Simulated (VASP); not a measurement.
# Si2Ru2N (P6/mmm) in VASP: a series of runs

Si2Ru2N is run at these levels: PBE; tasks: single point, relaxation of cell and atoms.

All numbers are computed with VASP 6.6.1; they aren't measurements. Logs are shortened: lines on timing, memory, paths and dates and some standing lists are left out, and cuts for length are marked.

### Step 1. The cell of the first run

It takes space group P6/mmm (No. 191, hexagonal). Conventional cell: a = 4.151 Å, b = 4.151 Å, c = 4.984 Å, α = 90.00°, β = 90.00°, γ = 120.00°. Within 3.2 Å of Si (site symmetry -6m2) lie 3 N at 2.40 Å and 3 Si at 2.40 Å and 2 Ru at 2.49 Å. Within 3.2 Å of Ru (site symmetry -6m2) lie 3 Ru at 2.40 Å and 2 Si at 2.49 Å. N (site symmetry 6/mmm) has 6 Si at 2.40 Å within 3.2 Å.

### Step 2. Single point, PBE

INCAR

```
PREC     = Accurate       # precision mode
ENCUT    = 520            # plane-wave cutoff, eV
EDIFF    = 1E-6           # SCF threshold, eV
ISMEAR   = 0              # smearing method
SIGMA    = 0.1            # smearing width, eV
LREAL    = False          # projectors in reciprocal space
LASPH    = True           # aspherical terms in the spheres
NELM     = 100            # most SCF steps
ALGO     = Normal         # electronic algorithm
ISIF     = 2              # what is computed and relaxed
LWAVE    = False          # write WAVECAR
LCHARG   = False          # write CHGCAR
GGA      = PE             # functional
NBANDS   = 28             # bands
```

KPOINTS

```
Automatic mesh
0
Gamma
  6 6 4
```

POSCAR

```
Si2Ru2N
1.0
    4.1506345600      0.0000000000      0.0000000000
   -2.0753172800      3.5945549708      0.0000000000
    0.0000000000      0.0000000000      4.9838942209
Si Ru N
2 2 1
Direct
    0.3333333333      0.6666666667      0.0000000000
    0.6666666667      0.3333333333      0.0000000000
    0.3333333333      0.6666666667      0.5000000000
    0.6666666667      0.3333333333      0.5000000000
    0.0000000000      0.0000000000      0.0000000000
```

Potentials or basis: VASP PAW PBE potentials, release 64 (Si, Ru_pv, N).

Started as:

```bash
$ cat potpaw_PBE.64/Si/POTCAR potpaw_PBE.64/Ru_pv/POTCAR potpaw_PBE.64/N/POTCAR > POTCAR
$ mpirun -np 1 vasp_std > vasp.out
```

OUTCAR:

```text
PREC = Accurate
   ENCUT = 520
   EDIFF = 1E-6
   ISMEAR = 0
   LREAL = False
   LASPH = True
   NELM = 100
   ISIF = 2
   GGA = PE

 ion  position               nearest neighbor table
   1  0.333  0.667  0.000-   5 2.40   2 2.40   2 2.40   5 2.40   5 2.40   2 2.40   3 2.49   3 2.49

   2  0.667  0.333  0.000-   1 2.40   5 2.40   1 2.40   5 2.40   5 2.40   1 2.40   4 2.49   4 2.49

   3  0.333  0.667  0.500-   4 2.40   4 2.40   4 2.40   1 2.49   1 2.49
   4  0.667  0.333  0.500-   3 2.40   3 2.40   3 2.40   2 2.49   2 2.49
   5  0.000  0.000  0.000-   1 2.40   2 2.40   2 2.40   1 2.40   2 2.40   1 2.40

  LATTYP: Found a hexagonal cell.
 ALAT       =     4.1506345600
 C/A-ratio  =     1.2007547638

  Lattice vectors:

 A1 = (   4.1506345600,   0.0000000000,   0.0000000000)
 A2 = (  -2.0753172800,   3.5945549708,   0.0000000000)
 A3 = (   0.0000000000,   0.0000000000,   4.9838942209)

Analysis of symmetry for initial positions (statically):
=====================================================================
 Subroutine PRICEL returns:
 Original cell was already a primitive cell.

 Routine SETGRP: Setting up the symmetry group for a
 hexagonal supercell.

 Subroutine GETGRP returns: Found 24 space group operations
 (whereof 24 operations were pure point group operations)
 out of a pool of 24 trial point group operations.

The static configuration has the point symmetry D_6h.

Analysis of symmetry for dynamics (positions and initial velocities):
=====================================================================
 Subroutine PRICEL returns:
 Original cell was already a primitive cell.

 Routine SETGRP: Setting up the symmetry group for a
 hexagonal supercell.

 Subroutine GETGRP returns: Found 24 space group operations
 (whereof 24 operations were pure point group operations)
 out of a pool of 24 trial point group operations.

The dynamic configuration has the point symmetry D_6h.

 Subroutine INISYM returns: Found 24 space group operations
 (whereof 24 operations are pure point group operations),
 and found     1 'primitive' translations

----------------------------------------------------------------------------------------

                                     Primitive cell

  volume of cell :      74.3581

  direct lattice vectors                    reciprocal lattice vectors
     4.150634560  0.000000000  0.000000000     0.240927016  0.139099278  0.000000000
    -2.075317280  3.594554971  0.000000000     0.000000000  0.278198555  0.000000000
     0.000000000  0.000000000  4.983894221     0.000000000  0.000000000  0.200646313

  length of vectors
     4.150634560  4.150634560  4.983894221     0.278198555  0.278198555  0.200646313

  position of ions in fractional coordinates (direct lattice)
     0.333333333  0.666666667  0.000000000
     0.666666667  0.333333333  0.000000000
     0.333333333  0.666666667  0.500000000
     0.666666667  0.333333333  0.500000000
     0.000000000  0.000000000  0.000000000

  ion indices of the primitive-cell ions
   primitive index   ion index
                 1           1
                 2           2
                 3           3
                 4           4
                 5           5

----------------------------------------------------------------------------------------

 KPOINTS: Automatic mesh

Automatic generation of k-mesh.
 Grid dimensions read from file:
 generate k-points for:    6    6    4

 Generating k-lattice:

  Cartesian coordinates                     Fractional coordinates (reciprocal lattice)
     0.040154503  0.023183213  0.000000000     0.166666667  0.000000000  0.000000000
     0.000000000  0.046366426  0.000000000     0.000000000  0.166666667  0.000000000
     0.000000000  0.000000000  0.050161578     0.000000000  0.000000000  0.250000000

  Length of vectors
     0.046366426  0.046366426  0.050161578

  Shift w.r.t. Gamma in fractional coordinates (k-lattice)
     0.000000000  0.000000000  0.000000000

 Subroutine IBZKPT returns following result:
 ===========================================

 Found     21 irreducible k-points:

 Following reciprocal coordinates:
            Coordinates               Weight
  0.000000  0.000000  0.000000      1.000000
  0.166667  0.000000  0.000000      6.000000
  0.333333 -0.000000  0.000000      6.000000
  0.500000 -0.000000  0.000000      3.000000
  0.166667  0.166667  0.000000      6.000000
  0.333333  0.166667  0.000000     12.000000
[... 13 lines left out ...]
  0.333333  0.166667  0.500000     12.000000
  0.333333  0.333333  0.500000      2.000000
   k-points           NKPTS =     21   k-points in BZ     NKDIM =     21   number of bands    NBANDS=     28
   number of dos      NEDOS =    301   number of ions     NIONS =      5
   total plane-waves  NPLWV =  40960
   dimension x,y,z NGX =    32 NGY =   32 NGZ =   40
   dimension x,y,z NGXF=    64 NGYF=   64 NGZF=   80
   ions per type =               2   2   1
   NGX,Y,Z   is equivalent  to a cutoff of  12.82, 12.82, 13.34 a.u.
   NGXF,Y,Z  is equivalent  to a cutoff of  25.63, 25.63, 26.69 a.u.
 SYSTEM =  unknown system
   PREC   = accura    normal or accurate (medium, high low for compatibility)
   ISTART =      0    job   : 0-new  1-cont  2-samecut
   ICHARG =      2    charge: 1-file 2-atom 10-const
   ISPIN  =      1    spin polarized calculation?
   LNONCOLLINEAR =      F non collinear calculations
   LSORBIT =      F    spin-orbit coupling
   LASPH  =      T    aspherical Exc in radial PAW
   ENCUT  =  520.0 eV  38.22 Ry    6.18 a.u.   7.72  7.72  9.27*2*pi/ulx,y,z
   NELM   =    100;   NELMIN=  2; NELMDL= -5     # of ELM steps
   EDIFF  = 0.1E-05   stopping-criterion for ELM
   LREAL  =      F    real-space projection
   EDIFFG = 0.1E-04   stopping-criterion for IOM
   NSW    =      0    number of steps for IOM
   IBRION =     -1    ionic relax: 0-MD 1-quasi-New 2-CG
   NFREE  =      0    steps in history (QN), initial steepest desc. (CG)
   ISIF   =      2    stress and relaxation
   ISYM   =      2    0-nonsym 1-usesym 2-fastsym
   POTIM  = 0.5000    time-step for ionic-motion
   TEBEG  =    0.0;   TEEND  =   0.0 temperature during run
   PSTRESS=    0.0 pullay stress
   NELECT =      41.0000    total number of electrons
   NUPDOWN=      -1.0000    fix difference up-down
   EMIN   =  10.00;   EMAX   =-10.00  energy-range for DOS
   EFERMI =   0.00;   METHOD = LEGACY
   ISMEAR =     0;   SIGMA  =   0.10  broadening in eV -4-tet -1-fermi 0-gaus
   EFERMI_NEDOS =   21; number of points for ismear=-14 and -15
   IALGO  =     38    algorithm
   IMIX   =      4    mixing-type and parameters
     AMIX     =   0.40;   BMIX     =  1.00
     AMIX_MAG =   1.60;   BMIX_MAG =  1.00
  volume/ion in A,a.u.               =      14.87       100.36
  Fermi-wavevector in a.u.,A,eV,Ry     =   1.342435  2.536835 24.519495  1.802132
  Thomas-Fermi vector in A             =   2.470589
   LORBIT       =      0    0 simple, 1 ext, 2 COOP (PROOUT), +10 PAW based schemes
   GGA     = PE    functional components
   LHFCALC =     F    Hartree Fock is set to
   AEXX    =    0.0000 exact exchange contribution
   IVDW    =     0    specifies the selected vdW correction
   LEPSILON=     F    determine dielectric tensor
   LRPA    =     F    only Hartree local field effects (RPA)
 non-spin polarized calculation
 Gauss-broadening in eV      SIGMA  =   0.10
  energy-cutoff  :      520.00
  volume of cell :       74.36
 maximum number of plane-waves:      2034
 NGX is ok and might be reduce to    32
   NGX = 15   NGY = 15   NGZ = 19

 number of electron      40.9999997 magnetization

 Free energy of the ion-electron system (eV)
  ---------------------------------------------------
  ext. energy  EPLUGINS =         0.00000000
  ---------------------------------------------------
  free energy    TOTEN  =       -31.39466607 eV

  energy without entropy =      -31.36117842  energy(sigma->0) =      -31.37792224

 E-fermi :   8.3617     XC(G=0): -11.5313

 val. band max:        8.3582516585   @ k =   0.1667   0.1667   0.2500
 cond. band min:       8.3768037833   @ k =   0.0000   0.0000   0.0000
 fundamental gap:      0.0185521248
 Fermi energy:         8.3616540623

 k-point     1 :       0.0000    0.0000    0.0000
  band No.  band energies     occupation
      1     -35.0579      2.00000
      2     -35.0579      2.00000
      3     -34.5500      2.00000
      4     -34.2795      2.00000
      5     -34.0482      2.00000
      6     -34.0482      2.00000
[... 20 lines left out ...]
     27      12.2643      0.00000
     28      17.1913      0.00000

 k-point     2 :       0.1667    0.0000    0.0000
  band No.  band energies     occupation
      1     -35.0796      2.00000
      2     -35.0094      2.00000
      3     -34.5342      2.00000
      4     -34.2957      2.00000
      5     -34.0988      2.00000
      6     -34.0238      2.00000
[... 20 lines left out ...]
     27      12.2607      0.00000
     28      16.0040      0.00000

 k-point     3 :       0.3333   -0.0000    0.0000
  band No.  band energies     occupation
      1     -35.1204      2.00000
      2     -34.8915      2.00000
      3     -34.4933      2.00000
      4     -34.3372      2.00000
      5     -34.2209      2.00000
      6     -33.9780      2.00000
[... 20 lines left out ...]
     27      13.2753      0.00000
     28      13.4871      0.00000

 k-point     4 :       0.5000   -0.0000    0.0000
  band No.  band energies     occupation
      1     -35.1396      2.00000
      2     -34.8123      2.00000
      3     -34.4605      2.00000
      4     -34.3704      2.00000
      5     -34.3021      2.00000
      6     -33.9562      2.00000
[... 20 lines left out ...]
     27      11.8476      0.00000
     28      12.6056      0.00000

 k-point     5 :       0.1667    0.1667    0.0000
  band No.  band energies     occupation
      1     -35.1184      2.00000
      2     -34.9124      2.00000
      3     -34.5053      2.00000
      4     -34.3250      2.00000
      5     -34.1992      2.00000
      6     -33.9811      2.00000
[... 20 lines left out ...]
     27      13.2528      0.00000
     28      14.6097      0.00000

 k-point     6 :       0.3333    0.1667    0.0000
  band No.  band energies     occupation
      1     -35.1575      2.00000
      2     -34.7657      2.00000
      3     -34.4605      2.00000
      4     -34.3704      2.00000
      5     -34.3493      2.00000
      6     -33.9378      2.00000
[... 370 lines left out ...]
      5     -34.3021      2.00000
      6     -33.9562      2.00000
[... 20 lines left out ...]
     27      12.1194      0.00000
     28      15.7343      0.00000

 k-point    19 :       0.1667    0.1667    0.5000
  band No.  band energies     occupation
      1     -35.1183      2.00000
      2     -34.9124      2.00000
      3     -34.5065      2.00000
      4     -34.3260      2.00000
      5     -34.1992      2.00000
      6     -33.9811      2.00000
[... 20 lines left out ...]
     27      12.7575      0.00000
     28      14.1405      0.00000

 k-point    20 :       0.3333    0.1667    0.5000
  band No.  band energies     occupation
      1     -35.1575      2.00000
      2     -34.7656      2.00000
      3     -34.4616      2.00000
      4     -34.3713      2.00000
      5     -34.3493      2.00000
      6     -33.9378      2.00000
[... 20 lines left out ...]
     27      13.4185      0.00000
     28      14.8011      0.00000

 k-point    21 :       0.3333    0.3333    0.5000
  band No.  band energies     occupation
      1     -35.1820      2.00000
      2     -34.5583      2.00000
      3     -34.5583      2.00000
      4     -34.4165      2.00000
      5     -34.4165      2.00000
      6     -33.9113      2.00000
[... 20 lines left out ...]
     27      14.8500      0.00000
     28      14.8500      0.00000

------------------------ aborting loop because EDIFF is reached ----------------------------------------

  FORCE on cell =-STRESS in cart. coord.  units (eV):
  Direction    XX          YY          ZZ          XY          YZ          ZX
  --------------------------------------------------------------------------------------
  -------------------------------------------------------------------------------------
  Total        0.1079634      0.1079634      0.0632058      0.0000000     -0.0000000      0.0000000
  in kB        2.3262626      2.3262626      1.3618803      0.0000000     -0.0000000      0.0000000
  external PRESSURE =       2.0048018 kB  Pullay stress =       0.0000000 kB

 VOLUME and BASIS-vectors are now :
 -----------------------------------------------------------------------------
  energy-cutoff  :      520.00
  volume of cell :       74.36
      direct lattice vectors                 reciprocal lattice vectors
     4.150634560  0.000000000  0.000000000     0.240927016  0.139099278  0.000000000
    -2.075317280  3.594554971  0.000000000     0.000000000  0.278198555  0.000000000
     0.000000000  0.000000000  4.983894221     0.000000000  0.000000000  0.200646313

 POSITION                                       TOTAL-FORCE (eV/Angst)
 -----------------------------------------------------------------------------------
     -0.00000      2.39637      0.00000         0.000000      0.000000      0.000000
      2.07532      1.19818      0.00000         0.000000     -0.000000      0.000000
     -0.00000      2.39637      2.49195        -0.000000      0.000000      0.000000
      2.07532      1.19818      2.49195         0.000000      0.000000     -0.000000
      0.00000      0.00000      0.00000         0.000000      0.000000      0.000000
 -----------------------------------------------------------------------------------
    total drift:                               -0.000000      0.000000     -0.000000

  FREE ENERGIE OF THE ION-ELECTRON SYSTEM (eV)
  ---------------------------------------------------
  free  energy   TOTEN  =       -31.3946660685 eV

  energy  without entropy=      -31.3611784162  energy(sigma->0) =      -31.37792224
```

It took 49 s on 1 thread of Intel Xeon Platinum 8259CL at 2.50GHz (Skylake/Cascade Lake), shared host; peak memory 0.21 GiB.

Results:

```yaml
Free_energy: -31.3947 eV
Pressure: 0.2 GPa
```

Stress tensor (GPa, compression positive):
```
0.23 0.00 0.00
0.00 0.23 0.00
0.00 0.00 0.14
```

### Step 3. Single point, PBE, collinear spin, ferromagnetic start

INCAR

```
SYSTEM = Si2Ru2N
  PREC = Accurate
  ENCUT = 520
  EDIFF = 1E-6
  ISMEAR = 0
  SIGMA = 0.1
  LREAL = .FALSE.
  LASPH = .TRUE.
  NELM = 150
  ALGO = Normal
  ISIF = 2
  LWAVE = .FALSE.
  LCHARG = .TRUE.
  ISPIN = 2
  MAGMOM = 0 0 1 1 0
  LORBIT = 11
  LMAXMIX = 4
  GGA = PE
  LELF = .TRUE.
  LVHAR = .TRUE.
  NBANDS = 32
```

KPOINTS

```
Automatic mesh
0
G
  6 6 2
  0 0 0
```

Changes to POSCAR since step 2:

```diff
@@ -2,5 +2,5 @@
 1.0
-    4.1506345600      0.0000000000      0.0000000000
-   -2.0753172800      3.5945549708      0.0000000000
-    0.0000000000      0.0000000000      4.9838942209
+    4.1639515453      0.0000000034      0.0000000000
+   -2.0819757756      3.6060878166      0.0000000000
+    0.0000000000      0.0000000000      4.9456059409
 Si Ru N
```

Potentials or basis: VASP PAW PBE potentials, release 64 (Si, Ru_pv, N).

Started as:

```bash
$ cat potpaw_PBE.64/Si/POTCAR potpaw_PBE.64/Ru_pv/POTCAR potpaw_PBE.64/N/POTCAR > POTCAR
$ mpirun -np 1 vasp_std > vasp.out
```

Wall time 94 s (1 thread of Intel Xeon Platinum 8259CL at 2.50GHz (Skylake/Cascade Lake), shared host); peak memory 0.25 GiB.

It converged, with:

* Free energy: -31.3298 eV
* Pressure: 0.2 GPa
* Net moment: -0.03 μB per cell
* Site moments: Si -0.00; Ru +0.09; N -0.16 μB
* Valence electrons inside the program's atomic spheres: Si 1.57; Ru 12.75; N 3.44

Levels at points of the mesh, in eV from the Fermi level:
Spin up:
```tsv
k point	band 19	band 20	band 21	band 22	band 23	band 24
(0.00, 0.00, 0.00)	-1.76	-1.62	-1.62	-0.52	-0.52	0.05
(0.50, 0.00, 0.00)	-0.56	0.18	0.43	0.82	1.50	1.62
(0.00, 0.00, 0.50)	-2.10	-1.16	-0.41	-0.41	-0.11	-0.11
(0.50, 0.00, 0.50)	-0.99	0.10	0.65	0.85	1.47	2.14
```
Spin down:
| k point | band 19 | band 20 | band 21 | band 22 | band 23 | band 24 |
| --- | --- | --- | --- | --- | --- | --- |
| (0.00, 0.00, 0.00) | -1.73 | -1.59 | -1.59 | -0.42 | -0.42 | 0.07 |
| (0.50, 0.00, 0.00) | -0.94 | 0.29 | 0.49 | 0.88 | 1.46 | 1.54 |
| (0.00, 0.00, 0.50) | -2.05 | -1.17 | -0.36 | -0.36 | -0.30 | -0.03 |
| (0.50, 0.00, 0.50) | -0.91 | 0.20 | 0.52 | 0.90 | 1.20 | 2.08 |

Caveat: the k points lie up to 0.64 Å⁻¹ apart.

(Part 1 of 2 ends here.)
